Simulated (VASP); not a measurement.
# WS2 in VASP: notebook, part 2 of 2

VASP 6.6.1.

## Step 6: Single point, LDA

File INCAR:

```
SYSTEM = WS2
PREC     = Accurate       ! precision mode
ENCUT    = 520            ! plane-wave cutoff, eV
EDIFF    = 1E-7           ! SCF threshold, eV
ISMEAR   = 0              ! smearing method
SIGMA    = 0.15           ! smearing width, eV
LREAL    = .False.        ! projectors in reciprocal space
LASPH    = .True.         ! aspherical terms in the spheres
NELM     = 80             ! most SCF steps
ALGO     = Normal         ! electronic algorithm
ISIF     = 2              ! what is computed and relaxed
LWAVE    = .False.        ! write WAVECAR
LCHARG   = .False.        ! write CHGCAR
NBANDS   = 20             ! bands
```

File KPOINTS:

```
regular mesh
0
Gamma
  8 8 2
  0 0 0
```

File POSCAR:

```
WS2
1.0
    3.1835163600      0.0000000000      0.0000000000
   -1.5917581800      2.7570060400      0.0000000000
    0.0000000000      0.0000000000     16.9505778900
W S
1 2
Direct
    0.3333333333      0.6666666667      0.0000000000
    0.6666666667      0.3333333333      0.9079994900
    0.6666666667      0.3333333333      0.0920005100
```

Potentials or basis: VASP PAW LDA potentials, release 64 (W_sv, S).

Started as:

```sh
> cat potpaw_LDA.64/W_sv/POTCAR potpaw_LDA.64/S/POTCAR > POTCAR
> mpirun -np 1 vasp_std > vasp.out
```

OUTCAR:

```text
SYSTEM = WS2
   PREC = Accurate
   ENCUT = 520
   EDIFF = 1E-7
   ISMEAR = 0
   LREAL = .False.
   LASPH = .True.
   NELM = 80
   ISIF = 2

 ion  position               nearest neighbor table
   1  0.333  0.667  0.000-   2 2.41   3 2.41   2 2.41   3 2.41   2 2.41   3 2.41
   2  0.667  0.333  0.908-   1 2.41   1 2.41   1 2.41
   3  0.667  0.333  0.092-   1 2.41   1 2.41   1 2.41

  LATTYP: Found a hexagonal cell.
 ALAT       =     3.1835163600
 C/A-ratio  =     5.3244827333

  Lattice vectors:

 A1 = (   3.1835163600,   0.0000000000,   0.0000000000)
 A2 = (  -1.5917581800,   2.7570060400,   0.0000000000)
 A3 = (   0.0000000000,   0.0000000000,  16.9505778900)

Analysis of symmetry for initial positions (statically):
=====================================================================
 Subroutine PRICEL returns:
 Original cell was already a primitive cell.

 Routine SETGRP: Setting up the symmetry group for a
 hexagonal supercell.

 Subroutine GETGRP returns: Found 12 space group operations
 (whereof 12 operations were pure point group operations)
 out of a pool of 24 trial point group operations.

The static configuration has the point symmetry D_3h.

[... 155 lines left out ...]

  energy without entropy =      -26.11628375  energy(sigma->0) =      -26.11628375

 E-fermi :  -0.8150     XC(G=0):  -4.6355

 val. band max:       -1.4531521773   @ k =   0.0000   0.0000   0.5000
 cond. band min:       0.6064976309   @ k =   0.3750   0.2500   0.5000
 fundamental gap:      2.0596498082
 Fermi energy:        -0.8149531375

 k-point     1 :       0.0000    0.0000    0.0000
  band No.  band energies     occupation
      1     -74.9877      2.00000
      2     -39.4956      2.00000
      3     -39.3364      2.00000
      4     -39.3364      2.00000
      5     -16.1093      2.00000
      6     -14.4283      2.00000
[... 449 lines left out ...]
     19       6.2902      0.00000
     20       7.7508      0.00000

------------------------ aborting loop because EDIFF is reached ----------------------------------------

  FORCE on cell =-STRESS in cart. coord.  units (eV):
  Direction    XX          YY          ZZ          XY          YZ          ZX
  --------------------------------------------------------------------------------------
  -------------------------------------------------------------------------------------
  Total       -2.1417209     -2.1417209     -1.1420494      0.0000000     -0.0000000      0.0000000
  in kB      -23.0645048    -23.0645048    -12.2988970      0.0000000     -0.0000000      0.0000000
  external PRESSURE =     -19.4759689 kB  Pullay stress =       0.0000000 kB

 VOLUME and BASIS-vectors are now :
 -----------------------------------------------------------------------------
  energy-cutoff  :      520.00
  volume of cell :      148.77
      direct lattice vectors                 reciprocal lattice vectors
     3.183516360  0.000000000  0.000000000     0.314118065  0.181356150  0.000000000
    -1.591758180  2.757006040  0.000000000     0.000000000  0.362712299  0.000000000
     0.000000000  0.000000000 16.950577890     0.000000000  0.000000000  0.058995039

 POSITION                                       TOTAL-FORCE (eV/Angst)
 -----------------------------------------------------------------------------------
     -0.00000      1.83800      0.00000        -0.000000      0.000000      0.000000
      1.59176      0.91900     15.39112         0.000000     -0.000000      0.356991
      1.59176      0.91900      1.55946         0.000000     -0.000000     -0.356991
 -----------------------------------------------------------------------------------
    total drift:                               -0.000000     -0.000000     -0.000000

  FREE ENERGIE OF THE ION-ELECTRON SYSTEM (eV)
  ---------------------------------------------------
  free  energy   TOTEN  =       -26.1162837450 eV

  energy  without entropy=      -26.1162837450  energy(sigma->0) =      -26.11628375
```

OSZICAR:

```text
N       E                     dE             d eps       ncg     rms          rms(c)
DAV:   1     0.171006810112E+03    0.17101E+03   -0.13915E+04   960   0.108E+03
DAV:   2    -0.147079765058E+02   -0.18571E+03   -0.18116E+03  1044   0.256E+02
DAV:   3    -0.272719571033E+02   -0.12564E+02   -0.12462E+02  1048   0.647E+01
[... 15 lines left out ...]
DAV:  19    -0.261162766054E+02   -0.89582E-05   -0.34356E-07   856   0.200E-03    0.173E-03
DAV:  20    -0.261162828491E+02   -0.62438E-05   -0.41694E-07   852   0.192E-03    0.185E-03
DAV:  21    -0.261162834539E+02   -0.60472E-06   -0.25119E-08   816   0.613E-04    0.129E-03
DAV:  22    -0.261162836927E+02   -0.23888E-06   -0.77265E-09   656   0.381E-04    0.185E-04
DAV:  23    -0.261162837450E+02   -0.52295E-07   -0.19205E-09   600   0.199E-04
   1 F= -.26116284E+02 E0= -.26116284E+02  d E =-.181872E-10
```

stdout:

```text
POSCAR found type information on POSCAR W S
 POSCAR found :  2 types and       3 ions
 scaLAPACK will be used
 LDA part: xc-table for (Slater(with rela. corr.)+CA(PZ))
 , standard interpolation
 POSCAR, INCAR and KPOINTS ok, starting setup
 FFT: planning ... GRIDC
 FFT: planning ... GRID_SOFT
 FFT: planning ... GRID
 WAVECAR not read
 entering main loop
```

Run time: 56 s. Hardware: 1 thread of Intel Xeon 6975P-C, shared host; peak memory 0.23 GiB.

Results:

```yaml
Free_energy: -26.1163 eV
Largest_force: 0.357 eV/Å
Band_gap_on_the_k_mesh: 2.06 eV, indirect (least direct gap 2.24 eV)
```

Forces on the atoms (eV/Å):
```
W    0.000  0.000  0.000
S    0.000  0.000  0.357
S    0.000  0.000 -0.357
```

Caveat: spin-orbit coupling is left out, which moves the levels of the heavy elements.

## Step 7: Single point, LDA

File INCAR:

```
  ALGO = Normal
  EDIFF = 1E-7
  ENCUT = 520
  GGA = CA
  ISIF = 2
  ISMEAR = 0
  LASPH = True
  LCHARG = False
  LREAL = False
  LWAVE = False
  NBANDS = 20
  NELM = 60
  PREC = Accurate
  SIGMA = 0.15
```

File KPOINTS:

```
k-points
0
Gamma
  10 10 2
```

POSCAR is that of step 6.

Potentials or basis: VASP PAW LDA potentials, release 64 (W_sv, S).

Started as:

```sh
> cat potpaw_LDA.64/W_sv/POTCAR potpaw_LDA.64/S/POTCAR > POTCAR
> mpirun -np 1 vasp_std > vasp.out
```

OUTCAR:

```text
EDIFF = 1E-7
   ENCUT = 520
   GGA = CA
   ISIF = 2
   ISMEAR = 0
   LASPH = True
   LREAL = False
   NELM = 60
   PREC = Accurate

 ion  position               nearest neighbor table
   1  0.333  0.667  0.000-   2 2.41   3 2.41   2 2.41   3 2.41   2 2.41   3 2.41
   2  0.667  0.333  0.908-   1 2.41   1 2.41   1 2.41
   3  0.667  0.333  0.092-   1 2.41   1 2.41   1 2.41

  LATTYP: Found a hexagonal cell.
 ALAT       =     3.1835163600
 C/A-ratio  =     5.3244827333

  Lattice vectors:

 A1 = (   3.1835163600,   0.0000000000,   0.0000000000)
 A2 = (  -1.5917581800,   2.7570060400,   0.0000000000)
 A3 = (   0.0000000000,   0.0000000000,  16.9505778900)

Analysis of symmetry for initial positions (statically):
=====================================================================
 Subroutine PRICEL returns:
 Original cell was already a primitive cell.

 Routine SETGRP: Setting up the symmetry group for a
 hexagonal supercell.

[... 163 lines left out ...]
  ext. energy  EPLUGINS =         0.00000000
  ---------------------------------------------------
  free energy    TOTEN  =       -26.11654935 eV

  energy without entropy =      -26.11654935  energy(sigma->0) =      -26.11654935

 E-fermi :  -0.8420     XC(G=0):  -4.6349

 val. band max:       -1.4529026451   @ k =   0.0000   0.0000   0.5000
 cond. band min:       0.5361968033   @ k =   0.3000   0.3000   0.0000
 fundamental gap:      1.9890994484
 Fermi energy:        -0.8420335037

 k-point     1 :       0.0000    0.0000    0.0000
  band No.  band energies     occupation
      1     -74.9872      2.00000
      2     -39.4951      2.00000
      3     -39.3360      2.00000
      4     -39.3360      2.00000
      5     -16.1091      2.00000
      6     -14.4282      2.00000
[... 541 lines left out ...]
     19       6.7104      0.00000
     20       6.7697      0.00000

 [... further k-points ...]

------------------------ aborting loop because EDIFF is reached ----------------------------------------

  FORCE on cell =-STRESS in cart. coord.  units (eV):
  Direction    XX          YY          ZZ          XY          YZ          ZX
  --------------------------------------------------------------------------------------
  -------------------------------------------------------------------------------------
  Total       -2.1419374     -2.1419374     -1.1441647      0.0000000     -0.0000000     -0.0000000
  in kB      -23.0668366    -23.0668366    -12.3216772      0.0000000     -0.0000000     -0.0000000
  external PRESSURE =     -19.4851168 kB  Pullay stress =       0.0000000 kB

 VOLUME and BASIS-vectors are now :
 -----------------------------------------------------------------------------
  energy-cutoff  :      520.00
  volume of cell :      148.77
      direct lattice vectors                 reciprocal lattice vectors
     3.183516360  0.000000000  0.000000000     0.314118065  0.181356150  0.000000000
    -1.591758180  2.757006040  0.000000000     0.000000000  0.362712299  0.000000000
     0.000000000  0.000000000 16.950577890     0.000000000  0.000000000  0.058995039

 POSITION                                       TOTAL-FORCE (eV/Angst)
 -----------------------------------------------------------------------------------
     -0.00000      1.83800      0.00000        -0.000000     -0.000000      0.000000
      1.59176      0.91900     15.39112         0.000000      0.000000      0.357730
      1.59176      0.91900      1.55946         0.000000     -0.000000     -0.357730
 -----------------------------------------------------------------------------------
    total drift:                               -0.000000     -0.000000     -0.000000

  FREE ENERGIE OF THE ION-ELECTRON SYSTEM (eV)
  ---------------------------------------------------
  free  energy   TOTEN  =       -26.1165493453 eV

  energy  without entropy=      -26.1165493453  energy(sigma->0) =      -26.11654935
```

OSZICAR:

```text
N       E                     dE             d eps       ncg     rms          rms(c)
DAV:   1     0.175701682026E+03    0.17570E+03   -0.13842E+04  1344   0.108E+03
DAV:   2    -0.134154472772E+02   -0.18912E+03   -0.18378E+03  1424   0.258E+02
DAV:   3    -0.272859367798E+02   -0.13870E+02   -0.13773E+02  1516   0.672E+01
[... 15 lines left out ...]
DAV:  19    -0.261165429772E+02   -0.99550E-05   -0.43359E-07  1216   0.201E-03    0.163E-03
DAV:  20    -0.261165483622E+02   -0.53849E-05   -0.32771E-07  1132   0.172E-03    0.162E-03
DAV:  21    -0.261165490666E+02   -0.70444E-06   -0.27521E-08  1148   0.576E-04    0.958E-04
DAV:  22    -0.261165493093E+02   -0.24270E-06   -0.80682E-09   928   0.365E-04    0.203E-04
DAV:  23    -0.261165493453E+02   -0.36011E-07   -0.11692E-09   848   0.156E-04
   1 F= -.26116549E+02 E0= -.26116549E+02  d E =-.546795E-10
```

It took 86 s on 1 thread of Intel Xeon 6975P-C, shared host; peak memory 0.25 GiB.

Results:

- Free energy: -26.1165 eV
- Largest force: 0.358 eV/Å
- Band gap on the k mesh: 1.99 eV, indirect (least direct gap 2.15 eV)

Forces in eV/Å, atoms in the order of the input:
```
W    0.000  0.000  0.000
S    0.000  0.000  0.358
S    0.000  0.000 -0.358
```

Caveat: spin-orbit coupling is left out, which moves the levels of the heavy elements.

## Step 8: The runs side by side

```tsv
k mesh	gap on the mesh (eV)	largest force (eV/Å)
3 × 3 × 1	1.75	0.55
4 × 4 × 1	2.34	0.41
5 × 5 × 1	2.16	0.36
6 × 6 × 1	1.78	0.35
8 × 8 × 2	2.06	0.36
10 × 10 × 2	1.99	0.36
```

Alike in all rows: task single point; level LDA; potentials or basis VASP PAW LDA potentials, release 64 (W_sv, S); no spin polarisation; cell as given; cutoff (eV) 520; smearing gaussian 0.15 eV.

Caveats: some runs use coarse meshes; spin-orbit coupling is left out, which moves the levels of the heavy elements.

Absolute energies hang on the potentials; compare differences alone.
